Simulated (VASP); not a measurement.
# HfC (Fm-3m) in VASP: a series of runs

Runs on HfC. Level: PBE. Tasks: single point.

All numbers are computed with VASP 6.6.1; they aren't measurements. Logs are shortened: lines on timing, memory, paths and dates and some standing lists are left out, and cuts for length are marked.

## 1. The cell of the first run

It takes space group Fm-3m (No. 225, cubic). Conventional cell: a = 4.650 Å, b = 4.650 Å, c = 4.650 Å, α = 90.00°, β = 90.00°, γ = 90.00°. Within 3.1 Å of Hf (site symmetry m-3m) lie 6 C at 2.33 Å. C (site symmetry m-3m) has 6 Hf at 2.33 Å within 3.1 Å.

## 2. Single point, PBE

INCAR reads:

```
SYSTEM = HfC
ALGO = Normal
EDIFF = 1E-6
ENCUT = 520
GGA = PE
ISIF = 2
ISMEAR = 0
LASPH = .True.
LCHARG = .False.
LREAL = .False.
LWAVE = .False.
NBANDS = 14
NELM = 100
PREC = Accurate
SIGMA = 0.05
```

KPOINTS reads:

```
k-points
0
Gamma
  12 12 12
  0 0 0
```

POSCAR reads:

```
HfC
1.0
    0.0000000000      2.3250000000      2.3250000000
    2.3250000000      0.0000000000      2.3250000000
    2.3250000000      2.3250000000      0.0000000000
Hf C
1 1
Direct
    0.5000000000      0.5000000000      0.5000000000
    0.0000000000      0.0000000000      0.0000000000
```

Potentials or basis: VASP PAW PBE potentials, release 64 (Hf_pv, C).

Run with:

```console
> cat potpaw_PBE.64/Hf_pv/POTCAR potpaw_PBE.64/C/POTCAR > POTCAR
> mpirun -np 1 vasp_std > vasp.out
```

OUTCAR:

```text
SYSTEM = HfC
   EDIFF = 1E-6
   ENCUT = 520
   GGA = PE
   ISIF = 2
   ISMEAR = 0
   LASPH = .True.
   LREAL = .False.
   NELM = 100
   PREC = Accurate

 ion  position               nearest neighbor table
   1  0.500  0.500  0.500-   2 2.33   2 2.33   2 2.33   2 2.33   2 2.33   2 2.33
   2  0.000  0.000  0.000-   1 2.33   1 2.33   1 2.33   1 2.33   1 2.33   1 2.33

  LATTYP: Found a face centered cubic cell.
 ALAT       =     4.6500000000

  Lattice vectors:

 A1 = (   0.0000000000,   2.3250000000,   2.3250000000)
 A2 = (   2.3250000000,   0.0000000000,   2.3250000000)
 A3 = (   2.3250000000,   2.3250000000,   0.0000000000)

Analysis of symmetry for initial positions (statically):
=====================================================================
 Subroutine PRICEL returns:
 Original cell was already a primitive cell.

 Routine SETGRP: Setting up the symmetry group for a
 face centered cubic supercell.

 Subroutine GETGRP returns: Found 48 space group operations
 (whereof 48 operations were pure point group operations)
 out of a pool of 48 trial point group operations.

The static configuration has the point symmetry O_h .

Analysis of symmetry for dynamics (positions and initial velocities):
=====================================================================
 Subroutine PRICEL returns:
 Original cell was already a primitive cell.

 Routine SETGRP: Setting up the symmetry group for a
 face centered cubic supercell.

 Subroutine GETGRP returns: Found 48 space group operations
 (whereof 48 operations were pure point group operations)
 out of a pool of 48 trial point group operations.

The dynamic configuration has the point symmetry O_h .

 Subroutine INISYM returns: Found 48 space group operations
 (whereof 48 operations are pure point group operations),
 and found     1 'primitive' translations

----------------------------------------------------------------------------------------

                                     Primitive cell

  volume of cell :      25.1362

  direct lattice vectors                    reciprocal lattice vectors
     0.000000000  2.325000000  2.325000000    -0.215053763  0.215053763  0.215053763
     2.325000000  0.000000000  2.325000000     0.215053763 -0.215053763  0.215053763
     2.325000000  2.325000000  0.000000000     0.215053763  0.215053763 -0.215053763

  length of vectors
     3.288046533  3.288046533  3.288046533     0.372484045  0.372484045  0.372484045

  position of ions in fractional coordinates (direct lattice)
[... 83 lines left out ...]
   IBRION =     -1    ionic relax: 0-MD 1-quasi-New 2-CG
   NFREE  =      0    steps in history (QN), initial steepest desc. (CG)
   ISIF   =      2    stress and relaxation
   ISYM   =      2    0-nonsym 1-usesym 2-fastsym
   POTIM  = 0.5000    time-step for ionic-motion
   TEBEG  =    0.0;   TEEND  =   0.0 temperature during run
   PSTRESS=    0.0 pullay stress
   NELECT =      14.0000    total number of electrons
   NUPDOWN=      -1.0000    fix difference up-down
   EMIN   =  10.00;   EMAX   =-10.00  energy-range for DOS
   EFERMI =   0.00;   METHOD = LEGACY
   ISMEAR =     0;   SIGMA  =   0.05  broadening in eV -4-tet -1-fermi 0-gaus
   EFERMI_NEDOS =   21; number of points for ismear=-14 and -15
   IALGO  =     38    algorithm
   IMIX   =      4    mixing-type and parameters
     AMIX     =   0.40;   BMIX     =  1.00
     AMIX_MAG =   1.60;   BMIX_MAG =  1.00
  volume/ion in A,a.u.               =      12.57        84.81
  Fermi-wavevector in a.u.,A,eV,Ry     =   1.346949  2.545365 24.684672  1.814272
  Thomas-Fermi vector in A             =   2.474740
   LORBIT       =      0    0 simple, 1 ext, 2 COOP (PROOUT), +10 PAW based schemes
   GGA     = PE    functional components
   LHFCALC =     F    Hartree Fock is set to
   AEXX    =    0.0000 exact exchange contribution
   IVDW    =     0    specifies the selected vdW correction
   LEPSILON=     F    determine dielectric tensor
   LRPA    =     F    only Hartree local field effects (RPA)
 non-spin polarized calculation
 Gauss-broadening in eV      SIGMA  =   0.05
  energy-cutoff  :      520.00
  volume of cell :       25.14
 maximum number of plane-waves:       700
   NGX = 13   NGY = 13   NGZ = 13

 number of electron      14.0000000 magnetization

 Free energy of the ion-electron system (eV)
  ---------------------------------------------------
  ext. energy  EPLUGINS =         0.00000000
  ---------------------------------------------------
  free energy    TOTEN  =       -21.04603539 eV

  energy without entropy =      -21.04547698  energy(sigma->0) =      -21.04575619

 E-fermi :   5.9982     XC(G=0): -12.2853

 val. band max:        5.8688746805   @ k =   0.0833   0.0000   0.0000
 cond. band min:       6.0222947362   @ k =   0.4167   0.3333   0.0000
 fundamental gap:      0.1534200557
 Fermi energy:         5.9982307200

 k-point     1 :       0.0000    0.0000    0.0000
  band No.  band energies     occupation
      1     -23.6195      2.00000
      2     -23.6195      2.00000
      3     -23.6195      2.00000
      4      -6.3555      2.00000
      5       6.9539      0.00000
      6       6.9539      0.00000
      7       6.9540      0.00000
      8       7.3445      0.00000
      9       7.3445      0.00000
     10       7.3445      0.00000
     11       9.3437      0.00000
     12       9.3437      0.00000
     13      12.7819      0.00000
     14      16.9542      0.00000
[... 377 lines left out ...]
      1     -24.2269      2.00000
      2     -23.8113      2.00000
      3     -23.7131      2.00000
      4      -3.0113      2.00000
      5       0.5290      2.00000
      6       3.1697      2.00000
      7       3.2632      2.00000
      8      10.1779      0.00000
      9      10.9711      0.00000
     10      11.1682      0.00000
     11      14.5623      0.00000
     12      16.0090      0.00000
     13      16.8615      0.00000
     14      19.3723      0.00000

 [... further k-points ...]
[... 5 lines left out ...]
  --------------------------------------------------------------------------------------
  -------------------------------------------------------------------------------------
  Total       -0.0676176     -0.0676176     -0.0676176      0.0000000      0.0000000     -0.0000000
  in kB       -4.3099433     -4.3099433     -4.3099433      0.0000000      0.0000000     -0.0000000
  external PRESSURE =      -4.3099433 kB  Pullay stress =       0.0000000 kB

 VOLUME and BASIS-vectors are now :
 -----------------------------------------------------------------------------
  energy-cutoff  :      520.00
  volume of cell :       25.14
      direct lattice vectors                 reciprocal lattice vectors
     0.000000000  2.325000000  2.325000000    -0.215053763  0.215053763  0.215053763
     2.325000000  0.000000000  2.325000000     0.215053763 -0.215053763  0.215053763
     2.325000000  2.325000000  0.000000000     0.215053763  0.215053763 -0.215053763

 POSITION                                       TOTAL-FORCE (eV/Angst)
 -----------------------------------------------------------------------------------
      2.32500      2.32500      2.32500         0.000000      0.000000      0.000000
      0.00000      0.00000      0.00000        -0.000000     -0.000000     -0.000000
 -----------------------------------------------------------------------------------
    total drift:                                0.000000     -0.000000      0.000000

  FREE ENERGIE OF THE ION-ELECTRON SYSTEM (eV)
  ---------------------------------------------------
  free  energy   TOTEN  =       -21.0460353946 eV

  energy  without entropy=      -21.0454769783  energy(sigma->0) =      -21.04575619
```

OSZICAR:

```text
N       E                     dE             d eps       ncg     rms          rms(c)
DAV:   1     0.228020042249E+02    0.22802E+02   -0.77766E+03  2024   0.984E+02
DAV:   2    -0.227320496980E+02   -0.45534E+02   -0.42815E+02  2610   0.201E+02
DAV:   3    -0.242197531426E+02   -0.14877E+01   -0.14832E+01  2364   0.266E+01
DAV:   4    -0.242263164035E+02   -0.65633E-02   -0.65629E-02  2412   0.218E+00
DAV:   5    -0.242263569331E+02   -0.40530E-04   -0.40529E-04  2372   0.156E-01    0.569E+01
DAV:   6    -0.211151239696E+02    0.31112E+01   -0.12038E+01  2178   0.182E+01    0.410E+01
DAV:   7    -0.210613895719E+02    0.53734E-01   -0.54948E-01  2484   0.520E+00    0.249E+01
DAV:   8    -0.210530129269E+02    0.83766E-02   -0.74213E-02  2376   0.217E+00    0.640E+00
DAV:   9    -0.210462967271E+02    0.67162E-02   -0.23752E-02  2268   0.903E-01    0.209E+00
DAV:  10    -0.210460411913E+02    0.25554E-03   -0.13103E-03  2536   0.272E-01    0.684E-02
DAV:  11    -0.210460357638E+02    0.54274E-05   -0.78554E-05  2304   0.708E-02    0.232E-02
DAV:  12    -0.210460353946E+02    0.36926E-06   -0.24290E-06  2574   0.140E-02
   1 F= -.21046035E+02 E0= -.21045756E+02  d E =-.558416E-03
```

stdout:

```text
POSCAR found type information on POSCAR HfC
 POSCAR found :  2 types and       2 ions
 scaLAPACK will be used
 LDA part: xc-table for (Slater+PW92), standard interpolation
 POSCAR, INCAR and KPOINTS ok, starting setup
 FFT: planning ... GRIDC
 FFT: planning ... GRID_SOFT
 FFT: planning ... GRID
 WAVECAR not read
 entering main loop
```

Wall time 16 s (1 thread of Intel Xeon 8259CL, shared host); peak memory 0.16 GiB.

What came out:

| Item | Value |
| --- | --- |
| Free energy | -21.0460 eV |
| Pressure | -0.4 GPa |
| Band gap on the k mesh | zero (band 7 reaches 6.95 eV, above the bottom of band 8 at 5.53 eV) |

Caveat: spin-orbit coupling is left out, which moves the levels of the heavy elements.

## 3. Single point, PBE

This run uses another cell than the first one, of 13.32 Å³/atom, 1.060 times its volume.

Changes to INCAR since step 2:

```diff
@@ -12,3 +12,3 @@
 NBANDS = 14
-NELM = 100
+NELM = 60
 PREC = Accurate
```

KPOINTS is that of step 2.

POSCAR reads:

```
HfC
1.0
    0.0000000000      2.3705998121      2.3705998121
    2.3705998121      0.0000000000      2.3705998121
    2.3705998121      2.3705998121      0.0000000000
Hf C
1 1
Direct
    0.5000000000      0.5000000000      0.5000000000
    0.0000000000      0.0000000000      0.0000000000
```

Potentials or basis: VASP PAW PBE potentials, release 64 (Hf_pv, C).

Run with:

```console
> cat potpaw_PBE.64/Hf_pv/POTCAR potpaw_PBE.64/C/POTCAR > POTCAR
> mpirun -np 1 vasp_std > vasp.out
```

Run time: 40 s. Hardware: 1 thread of Intel Xeon 8259CL, shared host; peak memory 0.18 GiB.

It converged, with:

- Free energy: -20.9815 eV
- Pressure: -12.8 GPa
- Band gap on the k mesh: zero (band 7 reaches 6.48 eV, above the bottom of band 8 at 5.12 eV)

Levels at points of the mesh, in eV from the Fermi level:
| k point | band 5 | band 6 | band 7 | band 8 | band 9 | band 10 |
| --- | --- | --- | --- | --- | --- | --- |
| (0.00, 0.00, 0.00) | 0.94 | 0.94 | 0.94 | 1.34 | 1.34 | 1.34 |
| (0.50, 0.00, 0.00) | -5.91 | -2.82 | -2.82 | 4.95 | 4.95 | 5.38 |
| (0.50, 0.50, 0.00) | -2.66 | -1.61 | -0.18 | -0.18 | 4.94 | 6.24 |

Caveat: spin-orbit coupling is left out, which moves the levels of the heavy elements.
